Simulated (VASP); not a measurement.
# NbSi (rocksalt type) (Fm-3m) in VASP: a series of runs

The runs below take NbSi (rocksalt type) through single point, with PBE.

Everything below comes from runs of VASP 6.6.1. Logs are shortened: lines on timing, memory, paths and dates and some standing lists are left out, and cuts for length are marked.

### 1 The cell of the first run

It takes space group Fm-3m (No. 225, cubic). Conventional cell: a = 5.043 Å, b = 5.043 Å, c = 5.043 Å, α = 90.00°, β = 90.00°, γ = 90.00°. Within 3.3 Å of Nb (site symmetry m-3m) lie 6 Si at 2.52 Å. Si (site symmetry m-3m) has 6 Nb at 2.52 Å within 3.3 Å.

### 2 Single point, PBE (16.03 Å³/atom)

Input file INCAR:

```
SYSTEM = NbSi
PREC = Accurate
ENCUT = 520
EDIFF = 1E-6
ISMEAR = -1
SIGMA = 0.05
LREAL = .False.
LASPH = .True.
NELM = 80
ALGO = Normal
ISIF = 2
LWAVE = .False.
LCHARG = .False.
GGA = PE
NBANDS = 16
```

Input file KPOINTS:

```
regular mesh
0
Gamma
  14 14 14
  0 0 0
```

Input file POSCAR:

```
NbSi
1.0
    0.0000000000      2.5215598543      2.5215598543
    2.5215598543      0.0000000000      2.5215598543
    2.5215598543      2.5215598543      0.0000000000
Nb Si
1 1
Direct
    0.0000000000      0.0000000000      0.0000000000
    0.5000000000      0.5000000000      0.5000000000
```

Potentials or basis: VASP PAW PBE potentials, release 64 (Nb_sv, Si).

Launch:

```bash
cat potpaw_PBE.64/Nb_sv/POTCAR potpaw_PBE.64/Si/POTCAR > POTCAR
mpirun -np 1 vasp_std > vasp.out
```

OUTCAR:

```text
SYSTEM = NbSi
   PREC = Accurate
   ENCUT = 520
   EDIFF = 1E-6
   ISMEAR = -1
   LREAL = .False.
   LASPH = .True.
   NELM = 80
   ISIF = 2
   GGA = PE

 ion  position               nearest neighbor table
   1  0.000  0.000  0.000-   2 2.52   2 2.52   2 2.52   2 2.52   2 2.52   2 2.52
   2  0.500  0.500  0.500-   1 2.52   1 2.52   1 2.52   1 2.52   1 2.52   1 2.52

  LATTYP: Found a face centered cubic cell.
 ALAT       =     5.0431197086

  Lattice vectors:

 A1 = (   0.0000000000,   2.5215598543,   2.5215598543)
 A2 = (   2.5215598543,   0.0000000000,   2.5215598543)
 A3 = (   2.5215598543,   2.5215598543,   0.0000000000)

Analysis of symmetry for initial positions (statically):
=====================================================================
 Subroutine PRICEL returns:
 Original cell was already a primitive cell.

 Routine SETGRP: Setting up the symmetry group for a
 face centered cubic supercell.

 Subroutine GETGRP returns: Found 48 space group operations
 (whereof 48 operations were pure point group operations)
 out of a pool of 48 trial point group operations.

The static configuration has the point symmetry O_h .

Analysis of symmetry for dynamics (positions and initial velocities):
=====================================================================
 Subroutine PRICEL returns:
 Original cell was already a primitive cell.

 Routine SETGRP: Setting up the symmetry group for a
 face centered cubic supercell.

 Subroutine GETGRP returns: Found 48 space group operations
 (whereof 48 operations were pure point group operations)
 out of a pool of 48 trial point group operations.

The dynamic configuration has the point symmetry O_h .

 Subroutine INISYM returns: Found 48 space group operations
 (whereof 48 operations are pure point group operations),
 and found     1 'primitive' translations

----------------------------------------------------------------------------------------

                                     Primitive cell

  volume of cell :      32.0655

  direct lattice vectors                    reciprocal lattice vectors
     0.000000000  2.521559854  2.521559854    -0.198289959  0.198289959  0.198289959
     2.521559854  0.000000000  2.521559854     0.198289959 -0.198289959  0.198289959
     2.521559854  2.521559854  0.000000000     0.198289959  0.198289959 -0.198289959

  length of vectors
     3.566024144  3.566024144  3.566024144     0.343448284  0.343448284  0.343448284

  position of ions in fractional coordinates (direct lattice)
     0.000000000  0.000000000  0.000000000
     0.500000000  0.500000000  0.500000000

  ion indices of the primitive-cell ions
   primitive index   ion index
                 1           1
                 2           2

----------------------------------------------------------------------------------------

 KPOINTS: regular mesh

Automatic generation of k-mesh.
 Grid dimensions read from file:
 generate k-points for:   14   14   14

 Generating k-lattice:

  Cartesian coordinates                     Fractional coordinates (reciprocal lattice)
    -0.014163568  0.014163568  0.014163568     0.071428571  0.000000000  0.000000000
     0.014163568 -0.014163568  0.014163568     0.000000000  0.071428571  0.000000000
     0.014163568  0.014163568 -0.014163568     0.000000000  0.000000000  0.071428571

  Length of vectors
     0.024532020  0.024532020  0.024532020

  Shift w.r.t. Gamma in fractional coordinates (k-lattice)
     0.000000000  0.000000000  0.000000000

 Subroutine IBZKPT returns following result:
 ===========================================

 Found    104 irreducible k-points:

 Following reciprocal coordinates:
            Coordinates               Weight
  0.000000  0.000000  0.000000      1.000000
  0.071429  0.000000  0.000000      8.000000
  0.142857  0.000000  0.000000      8.000000
  0.214286  0.000000  0.000000      8.000000
  0.285714  0.000000  0.000000      8.000000
  0.357143  0.000000  0.000000      8.000000
[... 16 lines left out ...]
  0.214286  0.142857  0.000000     24.000000
  0.285714  0.142857  0.000000     24.000000
 [... further k-points ...]
   k-points           NKPTS =    104   k-points in BZ     NKDIM =    104   number of bands    NBANDS=     16
   number of dos      NEDOS =    301   number of ions     NIONS =      2
   total plane-waves  NPLWV =  21952
   dimension x,y,z NGX =    28 NGY =   28 NGZ =   28
   dimension x,y,z NGXF=    56 NGYF=   56 NGZF=   56
   ions per type =               1   1
   NGX,Y,Z   is equivalent  to a cutoff of  13.05, 13.05, 13.05 a.u.
   NGXF,Y,Z  is equivalent  to a cutoff of  26.11, 26.11, 26.11 a.u.
 SYSTEM =  NbSi
   PREC   = accura    normal or accurate (medium, high low for compatibility)
   ISTART =      0    job   : 0-new  1-cont  2-samecut
   ICHARG =      2    charge: 1-file 2-atom 10-const
   ISPIN  =      1    spin polarized calculation?
   LNONCOLLINEAR =      F non collinear calculations
   LSORBIT =      F    spin-orbit coupling
   LASPH  =      T    aspherical Exc in radial PAW
   ENCUT  =  520.0 eV  38.22 Ry    6.18 a.u.   6.63  6.63  6.63*2*pi/ulx,y,z
   NELM   =     80;   NELMIN=  2; NELMDL= -5     # of ELM steps
   EDIFF  = 0.1E-05   stopping-criterion for ELM
   LREAL  =      F    real-space projection
   EDIFFG = 0.1E-04   stopping-criterion for IOM
   NSW    =      0    number of steps for IOM
   IBRION =     -1    ionic relax: 0-MD 1-quasi-New 2-CG
   NFREE  =      0    steps in history (QN), initial steepest desc. (CG)
   ISIF   =      2    stress and relaxation
   ISYM   =      2    0-nonsym 1-usesym 2-fastsym
   POTIM  = 0.5000    time-step for ionic-motion
   TEBEG  =    0.0;   TEEND  =   0.0 temperature during run
   PSTRESS=    0.0 pullay stress
   NELECT =      17.0000    total number of electrons
   NUPDOWN=      -1.0000    fix difference up-down
   EMIN   =  10.00;   EMAX   =-10.00  energy-range for DOS
   EFERMI =   0.00;   METHOD = LEGACY
   ISMEAR =    -1;   SIGMA  =   0.05  broadening in eV -4-tet -1-fermi 0-gaus
   EFERMI_NEDOS =   21; number of points for ismear=-14 and -15
   IALGO  =     38    algorithm
   IMIX   =      4    mixing-type and parameters
     AMIX     =   0.40;   BMIX     =  1.00
     AMIX_MAG =   1.60;   BMIX_MAG =  1.00
  volume/ion in A,a.u.               =      16.03       108.19
  Fermi-wavevector in a.u.,A,eV,Ry     =   1.324988  2.503864 23.886286  1.755592
  Thomas-Fermi vector in A             =   2.454482
   LORBIT       =      0    0 simple, 1 ext, 2 COOP (PROOUT), +10 PAW based schemes
   GGA     = PE    functional components
   LHFCALC =     F    Hartree Fock is set to
   AEXX    =    0.0000 exact exchange contribution
   IVDW    =     0    specifies the selected vdW correction
   LEPSILON=     F    determine dielectric tensor
   LRPA    =     F    only Hartree local field effects (RPA)
 non-spin polarized calculation
  energy-cutoff  :      520.00
  volume of cell :       32.07
 maximum number of plane-waves:       887
   NGX = 13   NGY = 13   NGZ = 13

 number of electron      16.9999999 magnetization

 Free energy of the ion-electron system (eV)
  ---------------------------------------------------
  ext. energy  EPLUGINS =         0.00000000
  ---------------------------------------------------
  free energy    TOTEN  =       -16.03658791 eV

  energy without entropy =      -16.02471536  energy(sigma->0) =      -16.03065163

 E-fermi :  11.1271     XC(G=0): -11.8809

 val. band max:       11.1185988184   @ k =  -0.1429   0.1429   0.0000
 cond. band min:      11.1287200197   @ k =   0.5000   0.2857   0.0714
 fundamental gap:      0.0101212013
 Fermi energy:        11.1271238612

 k-point     1 :       0.0000    0.0000    0.0000
  band No.  band energies     occupation
      1     -44.0706      2.00000
      2     -20.1000      2.00000
      3     -20.1000      2.00000
      4     -20.1000      2.00000
      5       0.0867      2.00000
      6       9.6904      2.00000
[... 8 lines left out ...]
     15      21.3478      0.00000
     16      24.9938      0.00000

 k-point     2 :       0.0714    0.0000    0.0000
  band No.  band energies     occupation
      1     -44.0694      2.00000
      2     -20.1138      2.00000
      3     -20.1017      2.00000
      4     -20.1017      2.00000
      5       0.1922      2.00000
      6       9.5000      2.00000
[... 8 lines left out ...]
     15      21.6333      0.00000
     16      24.4982      0.00000

 k-point     3 :       0.1429    0.0000    0.0000
  band No.  band energies     occupation
      1     -44.0662      2.00000
      2     -20.1523      2.00000
      3     -20.1065      2.00000
      4     -20.1065      2.00000
      5       0.5025      2.00000
      6       8.9750      2.00000
[... 8 lines left out ...]
     15      22.0722      0.00000
     16      23.8729      0.00000

 k-point     4 :       0.2143    0.0000    0.0000
  band No.  band energies     occupation
      1     -44.0615      2.00000
      2     -20.2073      2.00000
      3     -20.1133      2.00000
      4     -20.1133      2.00000
      5       0.9998      2.00000
      6       8.2179      2.00000
[... 8 lines left out ...]
     15      22.3978      0.00000
     16      22.6402      0.00000
[... 324 lines left out ...]
 k-point    22 :       0.1429    0.1429    0.0000
  band No.  band energies     occupation
      1     -44.0648      2.00000
      2     -20.1499      2.00000
      3     -20.1181      2.00000
      4     -20.1181      2.00000
      5       0.6220      2.00000
      6       8.6855      2.00000
[... 8 lines left out ...]
     15      22.8239      0.00000
     16      23.1195      0.00000

 k-point    23 :       0.2143    0.1429    0.0000
  band No.  band energies     occupation
      1     -44.0613      2.00000
      2     -20.1851      2.00000
      3     -20.1270      2.00000
      4     -20.1246      2.00000
      5       0.9627      2.00000
      6       8.1144      2.00000
[... 8 lines left out ...]
     15      21.8742      0.00000
     16      22.4611      0.00000

 k-point    24 :       0.2857    0.1429    0.0000
  band No.  band energies     occupation
      1     -44.0567      2.00000
      2     -20.2341      2.00000
      3     -20.1358      2.00000
      4     -20.1322      2.00000
      5       1.4634      2.00000
      6       7.5098      2.00000
[... 8 lines left out ...]
     15      21.3391      0.00000
     16      21.7184      0.00000

 [... further k-points ...]

------------------------ aborting loop because EDIFF is reached ----------------------------------------

  FORCE on cell =-STRESS in cart. coord.  units (eV):
  Direction    XX          YY          ZZ          XY          YZ          ZX
  --------------------------------------------------------------------------------------
  -------------------------------------------------------------------------------------
  Total        2.0486547      2.0486547      2.0486547     -0.0000000     -0.0000000     -0.0000000
  in kB      102.3626486    102.3626486    102.3626486     -0.0000000     -0.0000000     -0.0000000
  external PRESSURE =     102.3626486 kB  Pullay stress =       0.0000000 kB

 VOLUME and BASIS-vectors are now :
 -----------------------------------------------------------------------------
  energy-cutoff  :      520.00
  volume of cell :       32.07
      direct lattice vectors                 reciprocal lattice vectors
     0.000000000  2.521559854  2.521559854    -0.198289959  0.198289959  0.198289959
     2.521559854  0.000000000  2.521559854     0.198289959 -0.198289959  0.198289959
     2.521559854  2.521559854  0.000000000     0.198289959  0.198289959 -0.198289959

 POSITION                                       TOTAL-FORCE (eV/Angst)
 -----------------------------------------------------------------------------------
      0.00000      0.00000      0.00000         0.000000      0.000000      0.000000
      2.52156      2.52156      2.52156        -0.000000     -0.000000     -0.000000
 -----------------------------------------------------------------------------------
    total drift:                               -0.000000      0.000000      0.000000

  FREE ENERGIE OF THE ION-ELECTRON SYSTEM (eV)
  ---------------------------------------------------
  free  energy   TOTEN  =       -16.0365879082 eV

  energy  without entropy=      -16.0247153603  energy(sigma->0) =      -16.03065163
```

Run time: 52 s. Hardware: 1 thread of Intel Xeon 8259CL, shared host; peak memory 0.19 GiB.

Results:

```
Free energy            : -16.0366 eV
Pressure               : 10.2 GPa
Band gap on the k mesh : zero (an odd number of electrons rules out a gap without spin polarisation)
```

Levels at points of the mesh, in eV from the Fermi level:
```
           k point  band 5  band 6  band 7  band 8  band 9  band 10  band 11  band 12
(0.00, 0.00, 0.00)  -11.04   -1.44   -1.44   -1.44   -0.82    -0.82     2.53     2.53
(0.50, 0.00, 0.00)   -7.31   -6.26   -3.43   -3.43    1.37     1.37     2.75     4.37
(0.50, 0.50, 0.00)   -8.71   -3.63   -3.53    0.07    0.07     0.34     2.11     2.11
```

Caveat: the cell stands under pressure.

### 3 Single point, PBE (16.71 Å³/atom)

This run uses another cell than the first one, of 16.71 Å³/atom.

Input file INCAR:

```
SYSTEM = NbSi
  PREC = Accurate
  ENCUT = 520
  EDIFF = 1E-6
  ISMEAR = -1
  SIGMA = 0.05
  LREAL = .FALSE.
  LASPH = .TRUE.
  NELM = 60
  ALGO = Normal
  ISIF = 2
  LWAVE = .FALSE.
  LCHARG = .FALSE.
  GGA = PE
  NBANDS = 16
```

Input file KPOINTS:

```
Automatic mesh
0
G
  14 14 14
  0 0 0
```

Input file POSCAR:

```
NbSi
1.0
    0.0000000000      2.5563778157      2.5563778157
    2.5563778157      0.0000000000      2.5563778157
    2.5563778157      2.5563778157      0.0000000000
Nb Si
1 1
Direct
    0.0000000000      0.0000000000      0.0000000000
    0.5000000000      0.5000000000      0.5000000000
```

Potentials or basis: VASP PAW PBE potentials, release 64 (Nb_sv, Si).

Launch:

```bash
cat potpaw_PBE.64/Nb_sv/POTCAR potpaw_PBE.64/Si/POTCAR > POTCAR
mpirun -np 1 vasp_std > vasp.out
```

Run time: 83 s. Hardware: 1 thread of Intel Xeon 8259CL, shared host; peak memory 0.19 GiB.

It converged, with:

```yaml
Free_energy: -16.0917 eV
Pressure: 3.0 GPa
Band_gap_on_the_k_mesh: zero (an odd number of electrons rules out a gap without spin polarisation)
```

Levels at points of the mesh, in eV from the Fermi level:
```csv
k point,band 4,band 5,band 6,band 7,band 8,band 9,band 10,band 11,band 12,band 13
"(0.00, 0.00, 0.00)",-31.30,-10.82,-1.33,-1.33,-1.33,-0.77,-0.77,2.42,2.42,2.42
"(0.50, 0.00, 0.00)",-31.33,-7.29,-6.05,-3.30,-3.30,1.29,1.29,2.57,4.34,6.94
"(0.50, 0.50, 0.00)",-31.38,-8.54,-3.57,-3.31,0.01,0.01,0.32,1.98,1.98,3.09
```

Caveat: the cell stands under pressure.

### 4 Single point, PBE

This run uses another cell than the first one, of 17.05 Å³/atom.

Input file INCAR:

```
SYSTEM = NbSi
PREC = Accurate
ENCUT = 520
EDIFF = 1E-7
ISMEAR = -1
SIGMA = 0.05
LREAL = .FALSE.
LASPH = .TRUE.
NELM = 60
ALGO = Normal
ISIF = 2
LWAVE = .FALSE.
LCHARG = .FALSE.
GGA = PE
NBANDS = 16
```

KPOINTS is that of step 3.

Input file POSCAR:

```
NbSi
1.0
    0.0000000000      2.5736511627      2.5736511627
    2.5736511627      0.0000000000      2.5736511627
    2.5736511627      2.5736511627      0.0000000000
Nb Si
1 1
Direct
    0.0000000000      0.0000000000      0.0000000000
    0.5000000000      0.5000000000      0.5000000000
```

Launch:

```bash
cat potpaw_PBE.64/Nb_sv/POTCAR potpaw_PBE.64/Si/POTCAR > POTCAR
mpirun -np 1 vasp_std > vasp.out
```

It took 1.7 min on 1 thread of Intel Xeon 8259CL, shared host; peak memory 0.2 GiB.

It converged, with:

* Free energy: -16.0979 eV
* Pressure: -0.2 GPa
* Band gap on the k mesh: zero (an odd number of electrons rules out a gap without spin polarisation)

Levels at points of the mesh, in eV from the Fermi level:
```
           k point  band 4  band 5  band 6  band 7  band 8  band 9  band 10  band 11  band 12  band 13
(0.00, 0.00, 0.00)  -31.34  -10.71   -1.28   -1.28   -1.28   -0.75    -0.75     2.37     2.37     2.37
(0.50, 0.00, 0.00)  -31.36   -7.28   -5.95   -3.23   -3.23    1.25     1.25     2.48     4.32     6.88
(0.50, 0.50, 0.00)  -31.41   -8.45   -3.54   -3.21   -0.01   -0.01     0.31     1.92     1.92     2.99
```

(Part 1 of 2 ends here.)
